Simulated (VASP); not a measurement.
Write the native input for VASP 6.6.1 that does the following.

| Property | Result |
| --- | --- |
| Task | single point |
| Functional | PBE |
| Potentials or basis | VASP PAW PBE potentials, release 64 (Ag, Cl) |
| Cutoff | 520 eV |
| k mesh | 8 × 8 × 8 |
| Occupations | gaussian, width 0.05 eV |
| Spin | no spin polarisation |
| Dipole correction | no |
| Further INCAR settings | ALGO = Normal; EDIFF = 1e-06; NBANDS = 16 |

The structure of AgCl lies in POSCAR:

```
AgCl
1.0
    0.0000000000      3.0305046789      2.8060228508
    3.0305046789      0.0000000000      2.8060228508
    3.0305046789      3.0305046789      0.0000000000
Ag Cl
1 1
Direct
    0.5000000000      0.5000000000      0.5000000000
    0.0000000000      0.0000000000      0.0000000000
```

This cell differs from its parent crystal: strain +0.080 along x and y, +0.000 along z.

The input as run:

INCAR

```
PREC = Accurate ; ENCUT = 520
EDIFF = 1E-6 ; ISMEAR = 0
SIGMA = 0.05 ; LREAL = F
LASPH = T ; NELM = 60
ALGO = Normal ; ISIF = 2
LWAVE = F ; LCHARG = F
GGA = PE ; NBANDS = 16
```

KPOINTS

```
Automatic mesh
0
Gamma
  8 8 8
```

Potentials or basis: VASP PAW PBE potentials, release 64 (Ag, Cl).

Launch:

```bash
$ cat potpaw_PBE.64/Ag/POTCAR potpaw_PBE.64/Cl/POTCAR > POTCAR
$ mpirun -np 1 vasp_std > vasp.out
```

Results of the run:

- Pressure: -4.1 GPa
- Band gap on the k mesh: 0.88 eV, indirect (least direct gap 2.58 eV)

Caveat: the cell differs from its parent crystal (strain +0.080 along x and y, +0.000 along z).

Wall time 18 s on 1 thread of Intel Xeon 6975P-C, with other jobs on the host, peak memory 0.2 GiB.
